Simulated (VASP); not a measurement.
# Pb (P6_3/mmc) in VASP: electric field gradients with PBE

Aim: the electric field gradients of Pb with PBE.

Program: VASP 6.6.1. These are calculated values, not measurements. Logs are shortened: lines on timing, memory, paths and dates and some standing lists are left out, and cuts for length are marked.

### Step 1. The cell of the first run

The structure is hexagonal, space group P6_3/mmc (No. 194). The conventional cell has a = 3.480 Å, b = 3.480 Å, c = 5.590 Å, α = 90.00°, β = 90.00°, γ = 120.00°. Within 4.5 Å of Pb (site symmetry -6m2) lie 12 Pb at 3.44 to 3.48 Å.

### Step 2. Electric field gradients, PBE

INCAR

```
ALGO = Normal
EDIFF = 1E-8
ENCUT = 520
GGA = PE
ISIF = 2
ISMEAR = -1
LASPH = T
LCHARG = F
LEFG = T
LREAL = F
LWAVE = F
NBANDS = 21
NELM = 60
PREC = Accurate
SIGMA = 0.08
```

KPOINTS

```
k-points
0
Gamma
  20 20 11
```

POSCAR

```
Pb
1.0
    3.4800006906      0.0000000000      0.0000000000
   -1.7400003453      3.0137690032      0.0000000000
    0.0000000000      0.0000000000      5.5900000000
Pb
2
Direct
    0.3333333333      0.6666666667      0.2500000000
    0.6666666667      0.3333333333      0.7500000000
```

Potentials or basis: VASP PAW PBE potentials, release 64 (Pb_d).

Run with:

```console
$ cat potpaw_PBE.64/Pb_d/POTCAR > POTCAR
$ mpirun -np 1 vasp_std > vasp.out
```

OUTCAR:

```text
EDIFF = 1E-8
   ENCUT = 520
   GGA = PE
   ISIF = 2
   ISMEAR = -1
   LASPH = T
   LREAL = F
   NELM = 60
   PREC = Accurate

 ion  position               nearest neighbor table
   1  0.333  0.667  0.250-   2 3.44   2 3.44   2 3.44   2 3.44   2 3.44   2 3.44
   2  0.667  0.333  0.750-   1 3.44   1 3.44   1 3.44   1 3.44   1 3.44   1 3.44

  LATTYP: Found a hexagonal cell.
 ALAT       =     3.4800006906
 C/A-ratio  =     1.6063215203

  Lattice vectors:

 A1 = (   3.4800006906,   0.0000000000,   0.0000000000)
 A2 = (  -1.7400003453,   3.0137690032,   0.0000000000)
 A3 = (   0.0000000000,   0.0000000000,   5.5900000000)

Analysis of symmetry for initial positions (statically):
=====================================================================
 Subroutine PRICEL returns:
 Original cell was already a primitive cell.

 Routine SETGRP: Setting up the symmetry group for a
 hexagonal supercell.

 Subroutine GETGRP returns: Found 24 space group operations
 (whereof 12 operations were pure point group operations)
 out of a pool of 24 trial point group operations.

The static configuration has the point symmetry D_3d.
 The point group associated with its full space group is D_6h.

Analysis of symmetry for dynamics (positions and initial velocities):
=====================================================================
 Subroutine PRICEL returns:
 Original cell was already a primitive cell.

 Routine SETGRP: Setting up the symmetry group for a
 hexagonal supercell.

 Subroutine GETGRP returns: Found 24 space group operations
 (whereof 12 operations were pure point group operations)
 out of a pool of 24 trial point group operations.

The dynamic configuration has the point symmetry D_3d.
 The point group associated with its full space group is D_6h.

 Subroutine INISYM returns: Found 24 space group operations
 (whereof 12 operations are pure point group operations),
 and found     1 'primitive' translations

----------------------------------------------------------------------------------------

                                     Primitive cell

  volume of cell :      58.6275

[... 113 lines left out ...]
   GGA     = PE    functional components
   LHFCALC =     F    Hartree Fock is set to
   AEXX    =    0.0000 exact exchange contribution
   IVDW    =     0    specifies the selected vdW correction
   LEPSILON=     F    determine dielectric tensor
   LRPA    =     F    only Hartree local field effects (RPA)
 non-spin polarized calculation
  energy-cutoff  :      520.00
  volume of cell :       58.63
 maximum number of plane-waves:      1605
 NGX is ok and might be reduce to    28
   NGX = 13   NGY = 13   NGZ = 21

 number of electron      28.0000005 magnetization

 Free energy of the ion-electron system (eV)
  ---------------------------------------------------
  ext. energy  EPLUGINS =         0.00000000
  ---------------------------------------------------
  free energy    TOTEN  =        -7.04663918 eV

  energy without entropy =       -7.02571773  energy(sigma->0) =       -7.03617845

 E-fermi :   7.6411     XC(G=0): -10.3506

 val. band max:        7.6313661983   @ k =   0.2500   0.1500   0.1818
 cond. band min:       7.6453949937   @ k =   0.4000   0.1500   0.2727
 fundamental gap:      0.0140287954
 Fermi energy:         7.6410518923

 k-point     1 :       0.0000    0.0000    0.0000
  band No.  band energies     occupation
      1      -9.4759      2.00000
      2      -9.4279      2.00000
      3      -9.4132      2.00000
      4      -9.4132      2.00000
      5      -9.3883      2.00000
      6      -9.3883      2.00000
[... 565 lines left out ...]
     20      15.6928      0.00000
     21      19.3035      0.00000

 [... further k-points ...]
[... 5 lines left out ...]
  --------------------------------------------------------------------------------------
  -------------------------------------------------------------------------------------
  Total        1.3047510      1.3047510      1.7082686      0.0000000      0.0000000      0.0000000
  in kB       35.6563693     35.6563693     46.6837406      0.0000000      0.0000000      0.0000000
  external PRESSURE =      39.3321597 kB  Pullay stress =       0.0000000 kB

 VOLUME and BASIS-vectors are now :
 -----------------------------------------------------------------------------
  energy-cutoff  :      520.00
  volume of cell :       58.63
      direct lattice vectors                 reciprocal lattice vectors
     3.480000691  0.000000000  0.000000000     0.287356265  0.165905217  0.000000000
    -1.740000345  3.013769003  0.000000000     0.000000000  0.331810434  0.000000000
     0.000000000  0.000000000  5.590000000     0.000000000  0.000000000  0.178890877

 POSITION                                       TOTAL-FORCE (eV/Angst)
 -----------------------------------------------------------------------------------
     -0.00000      2.00918      1.39750        -0.000000     -0.000000      0.000000
      1.74000      1.00459      4.19250         0.000000      0.000000      0.000000
 -----------------------------------------------------------------------------------
    total drift:                               -0.000000      0.000000      0.000000

  FREE ENERGIE OF THE ION-ELECTRON SYSTEM (eV)
  ---------------------------------------------------
  free  energy   TOTEN  =        -7.0466391773 eV

  energy  without entropy=       -7.0257177306  energy(sigma->0) =       -7.03617845

 Electric field gradients (V/A^2)
---------------------------------------------------------------------
 ion       V_xx      V_yy      V_zz      V_xy      V_xz      V_yz
---------------------------------------------------------------------
   1      18.397    18.397   -36.793    -0.000     0.000    -0.000
   2      18.397    18.397   -36.793    -0.000    -0.000     0.000
---------------------------------------------------------------------

 Electric field gradients after diagonalization (V/A^2)
 (convention: |V_zz| > |V_xx| > |V_yy|)
----------------------------------------------------------------------
 ion       V_xx      V_yy      V_zz     asymmetry (V_yy - V_xx)/ V_zz
----------------------------------------------------------------------
   1      18.397    18.397   -36.793       0.000
   2      18.397    18.397   -36.793       0.000
----------------------------------------------------------------------

           NMR quadrupolar parameters

 Cq : quadrupolar parameter    Cq=e*Q*V_zz/h
 eta: asymmetry parameters     (V_yy - V_xx)/ V_zz
 Q  : nuclear electric quadrupole moment in mb (millibarn)
----------------------------------------------------------------------
 ion       Cq(MHz)       eta       Q (mb)
----------------------------------------------------------------------
   1      -0.089       0.000       1.000
   2      -0.089       0.000       1.000
----------------------------------------------------------------------
```

It took 4.5 min on 1 thread of Oxide Virtual Turin-like, shared host; peak memory 0.33 GiB.

What came out:

```
Free energy            : -7.0466 eV
Pressure               : 3.9 GPa
Band gap on the k mesh : zero (band 14 reaches 13.37 eV, above the bottom of band 15 at 5.69 eV)
```

Levels at points of the mesh, in eV from the Fermi level:
```
           k point  band 11  band 12  band 13  band 14  band 15  band 16  band 17  band 18
(0.00, 0.00, 0.00)   -11.97    -7.99    -4.30     5.59     5.59     7.50     7.50     8.17
(0.50, 0.00, 0.00)    -8.41    -7.15    -2.89    -1.41    -0.52     1.79     1.98     5.80
```

Electric field gradients, principal values (V/Å²):
```csv
atom,least,middle,greatest (by size)
1 Pb,18.397,18.397,-36.793
2 Pb,18.397,18.397,-36.793
```

Caveat: without QUAD_EFG the Cq values of the log hold for a quadrupole moment of 1 mb, not for the nuclei; spin-orbit coupling is left out, which moves the levels of the heavy elements.
